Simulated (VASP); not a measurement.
Set up this calculation in VASP 6.6.1, as the native input.

* Task: single point
* Functional: LDA
* Potentials or basis: VASP PAW LDA potentials, release 64 (Cd, H, O)
* Cutoff: 520 eV
* k mesh: 9 × 9 × 6
* Occupations: gaussian, width 0.05 eV
* Spin: no spin polarisation
* Dipole correction: no
* Further INCAR settings: ALGO = Normal; EDIFF = 1e-07; NBANDS = 21

The structure of CdH2O2 lies in POSCAR:

```
CdH2O2
1.0
    3.8398216553      0.0000000000      0.0000000000
   -1.9199108277      3.3253830995      0.0000000000
    0.0000000000      0.0000000000      4.4413930000
Cd H O
1 2 2
Direct
    0.3333333333      0.6666666667      0.9873000000
    0.0000000000      0.0000000000      0.0080770000
    0.6666666667      0.3333333333      0.4318850000
    0.0000000000      0.0000000000      0.7861940000
    0.6666666667      0.3333333333      0.2118940000
```

These files were run (other wordings do the same):

INCAR

```
PREC     = Accurate       # precision mode
ENCUT    = 520            # plane-wave cutoff, eV
EDIFF    = 1E-7           # SCF threshold, eV
ISMEAR   = 0              # smearing method
SIGMA    = 0.05           # smearing width, eV
LREAL    = False          # projectors in reciprocal space
LASPH    = True           # aspherical terms in the spheres
NELM     = 100            # most SCF steps
ALGO     = Normal         # electronic algorithm
ISIF     = 2              # what is computed and relaxed
LWAVE    = False          # write WAVECAR
LCHARG   = True           # write CHGCAR
GGA      = CA             # functional
LELF     = True           # ELF
LVHAR    = True         
NBANDS   = 21             # bands
```

KPOINTS

```
regular mesh
0
Gamma
  9 9 6
```

Potentials or basis: VASP PAW LDA potentials, release 64 (Cd, H, O).

Launch:

```sh
$ cat potpaw_LDA.64/Cd/POTCAR potpaw_LDA.64/H/POTCAR potpaw_LDA.64/O/POTCAR > POTCAR
$ mpirun -np 1 vasp_std > vasp.out
```

Results of the run:

```
Pressure               : -6.6 GPa
Largest force          : 0.827 eV/Å
Band gap on the k mesh : 1.04 eV (least direct gap 1.57 eV)
```

Caveat: the stress differs along the axes, from -8 to -3 GPa.

Run time: 31 s on 1 thread of Intel(R) Xeon(R) 6975P-C (Granite Rapids), on a shared host, peak memory 0.2 GiB.
